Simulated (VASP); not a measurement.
# MoS2 in VASP: single point with LDA

Aim: the single point of MoS2 with LDA.

All numbers are computed with VASP 6.6.1; they aren't measurements. Logs are shortened: lines on timing, memory, paths and dates and some standing lists are left out, and cuts for length are marked.

## Step 1: The cell of the first run

The cell holds a slab with vacuum, 6 atoms: a = 3.155 Å, b = 3.155 Å, c = 28.000 Å, α = 90.00°, β = 90.00°, γ = 120.00°.

## Step 2: Single point, LDA

The input, INCAR:

```
SYSTEM = MoS2
PREC = Accurate
ENCUT = 520
EDIFF = 1E-7
ISMEAR = 0
SIGMA = 0.01
LREAL = .FALSE.
LASPH = .TRUE.
NELM = 100
ALGO = Normal
ISIF = 2
LWAVE = .FALSE.
LCHARG = .TRUE.
GGA = CA
LELF = .TRUE.
LVHAR = .TRUE.
NBANDS = 35
```

The input, KPOINTS:

```
Automatic mesh
0
G
  12 12 1
  0 0 0
```

The input, POSCAR:

```
MoS2
1.0
    3.1550000000      0.0000000000      0.0000000000
   -1.5775000000      2.7323101489      0.0000000000
    0.0000000000      0.0000000000     28.0000000000
Mo S
2 4
Direct
    0.3333333333      0.6666666667      0.3937832000
    0.6666666667      0.3333333333      0.6062436453
    0.6666666667      0.3333333333      0.4488354990
    0.6666666667      0.3333333333      0.3387505550
    0.0000000000      0.0000000000      0.6612411117
    0.0000000000      0.0000000000      0.5511459890
```

Potentials or basis: VASP PAW LDA potentials, release 64 (Mo_sv, S).

Started as:

```
cat potpaw_LDA.64/Mo_sv/POTCAR potpaw_LDA.64/S/POTCAR > POTCAR
mpirun -np 1 vasp_std > vasp.out
```

OUTCAR:

```text
SYSTEM = MoS2
   PREC = Accurate
   ENCUT = 520
   EDIFF = 1E-7
   ISMEAR = 0
   LREAL = .FALSE.
   LASPH = .TRUE.
   NELM = 100
   ISIF = 2
   GGA = CA

 ion  position               nearest neighbor table
   1  0.333  0.667  0.394-   4 2.39   4 2.39   4 2.39   3 2.39   3 2.39   3 2.39
   2  0.667  0.333  0.606-   5 2.39   5 2.39   5 2.39   6 2.39   6 2.39   6 2.39
   3  0.667  0.333  0.449-   1 2.39   1 2.39   1 2.39
   4  0.667  0.333  0.339-   1 2.39   1 2.39   1 2.39
   5  0.000  0.000  0.661-   2 2.39   2 2.39   2 2.39
   6  0.000  0.000  0.551-   2 2.39   2 2.39   2 2.39

  LATTYP: Found a hexagonal cell.
 ALAT       =     3.1550000000
 C/A-ratio  =     8.8748019017

  Lattice vectors:

 A1 = (   3.1550000000,   0.0000000000,   0.0000000000)
 A2 = (  -1.5775000000,   2.7323101489,   0.0000000000)
 A3 = (   0.0000000000,   0.0000000000,  28.0000000000)

Analysis of symmetry for initial positions (statically):
=====================================================================
 Subroutine PRICEL returns:
 Original cell was already a primitive cell.

 Routine SETGRP: Setting up the symmetry group for a
 hexagonal supercell.

 Subroutine GETGRP returns: Found  6 space group operations
 (whereof  6 operations were pure point group operations)
 out of a pool of 24 trial point group operations.

The static configuration has the point symmetry C_3v.

Analysis of symmetry for dynamics (positions and initial velocities):
=====================================================================
 Subroutine PRICEL returns:
 Original cell was already a primitive cell.

 Routine SETGRP: Setting up the symmetry group for a
 hexagonal supercell.

 Subroutine GETGRP returns: Found  6 space group operations
 (whereof  6 operations were pure point group operations)
 out of a pool of 24 trial point group operations.

The dynamic configuration has the point symmetry C_3v.

 Subroutine INISYM returns: Found  6 space group operations
 (whereof  6 operations are pure point group operations),
 and found     1 'primitive' translations

----------------------------------------------------------------------------------------

                                     Primitive cell

  volume of cell :     241.3723

  direct lattice vectors                    reciprocal lattice vectors
     3.155000000  0.000000000  0.000000000     0.316957211  0.182995331  0.000000000
    -1.577500000  2.732310149  0.000000000     0.000000000  0.365990662  0.000000000
     0.000000000  0.000000000 28.000000000     0.000000000  0.000000000  0.035714286

  length of vectors
     3.155000000  3.155000000 28.000000000     0.365990662  0.365990662  0.035714286

  position of ions in fractional coordinates (direct lattice)
     0.333333333  0.666666667  0.393783200
     0.666666667  0.333333333  0.606243645
     0.666666667  0.333333333  0.448835499
     0.666666667  0.333333333  0.338750555
     0.000000000  0.000000000  0.661241112
     0.000000000  0.000000000  0.551145989

  ion indices of the primitive-cell ions
   primitive index   ion index
                 1           1
                 2           2
                 3           3
                 4           4
                 5           5
                 6           6

----------------------------------------------------------------------------------------

 KPOINTS: Automatic mesh

Automatic generation of k-mesh.
 Grid dimensions read from file:
 generate k-points for:   12   12    1

 Generating k-lattice:

  Cartesian coordinates                     Fractional coordinates (reciprocal lattice)
     0.026413101  0.015249611  0.000000000     0.083333333  0.000000000  0.000000000
     0.000000000  0.030499222  0.000000000     0.000000000  0.083333333  0.000000000
     0.000000000  0.000000000  0.035714286     0.000000000  0.000000000  1.000000000

  Length of vectors
     0.030499222  0.030499222  0.035714286

  Shift w.r.t. Gamma in fractional coordinates (k-lattice)
     0.000000000  0.000000000  0.000000000

 Subroutine IBZKPT returns following result:
 ===========================================

 Found     19 irreducible k-points:

 Following reciprocal coordinates:
            Coordinates               Weight
  0.000000  0.000000  0.000000      1.000000
  0.083333  0.000000  0.000000      6.000000
  0.166667  0.000000  0.000000      6.000000
  0.250000  0.000000  0.000000      6.000000
  0.333333  0.000000  0.000000      6.000000
  0.416667  0.000000  0.000000      6.000000
[... 11 lines left out ...]
  0.333333  0.250000  0.000000     12.000000
  0.333333  0.333333  0.000000      2.000000
   k-points           NKPTS =     19   k-points in BZ     NKDIM =     19   number of bands    NBANDS=     35
   number of dos      NEDOS =    301   number of ions     NIONS =      6
   total plane-waves  NPLWV = 120960
   dimension x,y,z NGX =    24 NGY =   24 NGZ =  210
   dimension x,y,z NGXF=    48 NGYF=   48 NGZF=  420
   ions per type =               2   4
   NGX,Y,Z   is equivalent  to a cutoff of  12.65, 12.65, 12.47 a.u.
   NGXF,Y,Z  is equivalent  to a cutoff of  25.29, 25.29, 24.94 a.u.
 SYSTEM =  MoS2
   PREC   = accura    normal or accurate (medium, high low for compatibility)
   ISTART =      0    job   : 0-new  1-cont  2-samecut
   ICHARG =      2    charge: 1-file 2-atom 10-const
   ISPIN  =      1    spin polarized calculation?
   LNONCOLLINEAR =      F non collinear calculations
   LSORBIT =      F    spin-orbit coupling
   LASPH  =      T    aspherical Exc in radial PAW
   ENCUT  =  520.0 eV  38.22 Ry    6.18 a.u.   5.87  5.87 52.06*2*pi/ulx,y,z
   NELM   =    100;   NELMIN=  2; NELMDL= -5     # of ELM steps
   EDIFF  = 0.1E-06   stopping-criterion for ELM
   LREAL  =      F    real-space projection
   EDIFFG = 0.1E-05   stopping-criterion for IOM
   NSW    =      0    number of steps for IOM
   IBRION =     -1    ionic relax: 0-MD 1-quasi-New 2-CG
   NFREE  =      0    steps in history (QN), initial steepest desc. (CG)
   ISIF   =      2    stress and relaxation
   ISYM   =      2    0-nonsym 1-usesym 2-fastsym
   POTIM  = 0.5000    time-step for ionic-motion
   TEBEG  =    0.0;   TEEND  =   0.0 temperature during run
   PSTRESS=    0.0 pullay stress
   NELECT =      52.0000    total number of electrons
   NUPDOWN=      -1.0000    fix difference up-down
   EMIN   =  10.00;   EMAX   =-10.00  energy-range for DOS
   EFERMI =   0.00;   METHOD = LEGACY
   ISMEAR =     0;   SIGMA  =   0.01  broadening in eV -4-tet -1-fermi 0-gaus
   EFERMI_NEDOS =   21; number of points for ismear=-14 and -15
   IALGO  =     38    algorithm
   IMIX   =      4    mixing-type and parameters
     AMIX     =   0.40;   BMIX     =  1.00
     AMIX_MAG =   1.60;   BMIX_MAG =  1.00
  volume/ion in A,a.u.               =      40.23       271.48
  Fermi-wavevector in a.u.,A,eV,Ry     =   0.981402  1.854580 13.104442  0.963149
  Thomas-Fermi vector in A             =   2.112406
   LORBIT       =      0    0 simple, 1 ext, 2 COOP (PROOUT), +10 PAW based schemes
   GGA     = CA    functional components
   LHFCALC =     F    Hartree Fock is set to
   AEXX    =    0.0000 exact exchange contribution
   IVDW    =     0    specifies the selected vdW correction
   LEPSILON=     F    determine dielectric tensor
   LRPA    =     F    only Hartree local field effects (RPA)
 non-spin polarized calculation
 Gauss-broadening in eV      SIGMA  =   0.01
  energy-cutoff  :      520.00
  volume of cell :      241.37
 maximum number of plane-waves:      6536
 NGX is ok and might be reduce to    24
   NGX = 11   NGY = 11   NGZ =105

 number of electron      51.9999996 magnetization

 Free energy of the ion-electron system (eV)
  ---------------------------------------------------
  ext. energy  EPLUGINS =         0.00000000
  ---------------------------------------------------
  free energy    TOTEN  =       -48.82730505 eV

  energy without entropy =      -48.82730505  energy(sigma->0) =      -48.82730505

 E-fermi :   0.2661     XC(G=0):  -5.2169

 val. band max:        0.2044380251   @ k =   0.0000   0.0000   0.0000
 cond. band min:       1.1801904037   @ k =   0.3333   0.3333   0.0000
 fundamental gap:      0.9757523786
 Fermi energy:         0.2660699339

 k-point     1 :       0.0000    0.0000    0.0000
  band No.  band energies     occupation
      1     -60.9676      2.00000
      2     -60.8853      2.00000
      3     -35.3395      2.00000
      4     -35.2576      2.00000
      5     -35.0896      2.00000
      6     -35.0896      2.00000
[... 27 lines left out ...]
     34       2.7454      0.00000
     35       5.1881      0.00000

 k-point     2 :       0.0833    0.0000    0.0000
  band No.  band energies     occupation
      1     -60.9646      2.00000
      2     -60.8824      2.00000
      3     -35.3338      2.00000
      4     -35.2519      2.00000
      5     -35.1187      2.00000
      6     -35.0962      2.00000
[... 27 lines left out ...]
     34       2.6527      0.00000
     35       5.3649      0.00000

 k-point     3 :       0.1667    0.0000    0.0000
  band No.  band energies     occupation
      1     -60.9566      2.00000
      2     -60.8743      2.00000
      3     -35.3181      2.00000
      4     -35.2362      2.00000
      5     -35.1975      2.00000
      6     -35.1153      2.00000
[... 27 lines left out ...]
     34       3.0707      0.00000
     35       5.7768      0.00000

 k-point     4 :       0.2500    0.0000    0.0000
  band No.  band energies     occupation
      1     -60.9456      2.00000
      2     -60.8633      2.00000
      3     -35.3036      2.00000
      4     -35.2966      2.00000
      5     -35.2214      2.00000
      6     -35.2147      2.00000
[... 27 lines left out ...]
     34       3.5475      0.00000
     35       6.3526      0.00000

 k-point     5 :       0.3333    0.0000    0.0000
  band No.  band energies     occupation
      1     -60.9346      2.00000
      2     -60.8523      2.00000
      3     -35.4080      2.00000
      4     -35.3258      2.00000
      5     -35.2750      2.00000
      6     -35.1931      2.00000
[... 448 lines left out ...]
 k-point    17 :       0.2500    0.2500    0.0000
  band No.  band energies     occupation
      1     -60.9235      2.00000
      2     -60.8413      2.00000
      3     -35.4336      2.00000
      4     -35.3514      2.00000
      5     -35.2671      2.00000
      6     -35.2534      2.00000
[... 27 lines left out ...]
     34       4.3370      0.00000
     35       6.9881      0.00000

 k-point    18 :       0.3333    0.2500    0.0000
  band No.  band energies     occupation
      1     -60.9195      2.00000
      2     -60.8372      2.00000
      3     -35.4389      2.00000
      4     -35.3567      2.00000
      5     -35.3090      2.00000
      6     -35.2455      2.00000
[... 27 lines left out ...]
     34       4.4774      0.00000
     35       6.3625      0.00000

 k-point    19 :       0.3333    0.3333    0.0000
  band No.  band energies     occupation
      1     -60.9180      2.00000
      2     -60.8357      2.00000
      3     -35.4080      2.00000
      4     -35.3576      2.00000
      5     -35.3258      2.00000
      6     -35.2754      2.00000
[... 27 lines left out ...]
     34       4.5984      0.00000
     35       6.3126      0.00000

------------------------ aborting loop because EDIFF is reached ----------------------------------------

  FORCE on cell =-STRESS in cart. coord.  units (eV):
  Direction    XX          YY          ZZ          XY          YZ          ZX
  --------------------------------------------------------------------------------------
  -------------------------------------------------------------------------------------
  Total       -1.7953045     -1.7953045      0.0643126      0.0000000     -0.0000000      0.0000000
  in kB      -11.9168453    -11.9168453      0.4268934      0.0000000     -0.0000000      0.0000000
  external PRESSURE =      -7.8022658 kB  Pullay stress =       0.0000000 kB

 VOLUME and BASIS-vectors are now :
 -----------------------------------------------------------------------------
  energy-cutoff  :      520.00
  volume of cell :      241.37
      direct lattice vectors                 reciprocal lattice vectors
     3.155000000  0.000000000  0.000000000     0.316957211  0.182995331  0.000000000
    -1.577500000  2.732310149  0.000000000     0.000000000  0.365990662  0.000000000
     0.000000000  0.000000000 28.000000000     0.000000000  0.000000000  0.035714286

 POSITION                                       TOTAL-FORCE (eV/Angst)
 -----------------------------------------------------------------------------------
     -0.00000      1.82154     11.02593         0.000000     -0.000000     -0.001221
      1.57750      0.91077     16.97482        -0.000000      0.000000      0.000932
      1.57750      0.91077     12.56739        -0.000000      0.000000      0.015138
      1.57750      0.91077      9.48502        -0.000000      0.000000     -0.016962
      0.00000      0.00000     18.51475        -0.000000      0.000000      0.016911
      0.00000      0.00000     15.43209        -0.000000      0.000000     -0.014797
 -----------------------------------------------------------------------------------
    total drift:                               -0.000000      0.000000      0.000045

  FREE ENERGIE OF THE ION-ELECTRON SYSTEM (eV)
  ---------------------------------------------------
  free  energy   TOTEN  =       -48.8273050530 eV

  energy  without entropy=      -48.8273050530  energy(sigma->0) =      -48.82730505
```

It took 3.5 min on 1 thread of AMD EPYC 7R13 (Zen 3), shared host; peak memory 0.31 GiB.

Results:

| Item | Value |
| --- | --- |
| Free energy | -48.8273 eV |
| Largest force | 0.017 eV/Å |
| Band gap on the k mesh | 0.98 eV (least direct gap 1.64 eV) |

Forces in eV/Å, atoms in the order of the input:
```
Mo   0.000  0.000 -0.001
Mo   0.000  0.000  0.001
S    0.000  0.000  0.015
S    0.000  0.000 -0.017
S    0.000  0.000  0.017
S    0.000  0.000 -0.015
```
